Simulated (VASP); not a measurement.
## InSe: single point with PBEsol

The system is InSe.

```
In Se
1.0
     5.61055   -2.14776   -0.00529
     5.61055    2.14776   -0.00529
    -1.53289    0.00000    4.27209
In Se
2 2
Direct
  0.88580 0.88580 0.02905
  0.11420 0.11420 0.97095
  0.65472 0.65472 0.63749
  0.34528 0.34528 0.36251
```

This cell differs from its parent crystal: strain -0.0450 x Voigt [1, -1, 0, 0, 0, 0].

```json
{
  "Program": "VASP 6.6.1",
  "Task": "single point",
  "Functional": "PBEsol",
  "Potentials or basis": "VASP PAW PBE potentials, release 64 (In_d, Se)",
  "Cutoff": "520 eV",
  "k mesh": "8 × 8 × 6",
  "Occupations": "gaussian, width 0.05 eV",
  "Spin": "no spin polarisation",
  "Dipole correction": "no",
  "Further INCAR settings": "ALGO = Normal; EDIFF = 1e-07; NBANDS = 27"
}
```

The pressure is 1.0 GPa and the largest force is 0.607 eV/Å. The band gap on the k mesh is 0.49 eV, indirect (least direct gap 0.81 eV).

Forces on the atoms (eV/Å):
```
In  -0.525  0.000  0.306
In   0.525  0.000 -0.306
Se  -0.231  0.000  0.046
Se   0.231  0.000 -0.046
```

Stress tensor (GPa, compression positive):
```
 5.82  0.00  1.53
 0.00 -2.93  0.00
 1.53  0.00  0.08
```

Levels at points of the mesh, in eV from the valence-band top:
```
           k point  band 15  band 16  band 17  band 18  band 19  band 20  band 21  band 22  band 23  band 24
(0.00, 0.00, 0.00)    -3.52    -2.51    -2.37    -1.64    -1.58     2.84     3.59     3.76     4.60     5.16
(0.50, 0.00, 0.00)    -2.36    -2.00    -1.54    -1.25    -1.12     1.76     2.78     3.32     3.72     4.57
(0.50, 0.50, 0.00)    -3.11    -2.26    -1.17    -0.79    -0.20     1.64     2.41     3.45     4.48     5.49
(0.00, 0.00, 0.50)    -2.00    -1.81    -1.62    -1.33    -0.32     0.49     2.31     3.01     3.13     5.25
(0.50, 0.00, 0.50)    -3.87    -3.13    -2.62    -2.51    -1.42     2.78     3.30     4.28     4.85     6.88
(0.50, 0.50, 0.50)    -2.38    -1.74    -1.73    -0.96    -0.54     1.79     2.95     3.47     3.61     4.85
```

Run time: 6.7 min on 1 thread of Intel Xeon 6975P-C, with other jobs on the host, peak memory 0.46 GiB.

Caveat: the cell differs from its parent crystal (strain -0.0450 x Voigt [1, -1, 0, 0, 0, 0]); the PAW data sets were made with another functional, which shifts forces and pressure a little; spin-orbit coupling is left out, which moves the levels of the heavy elements. A k mesh can miss the band edges.
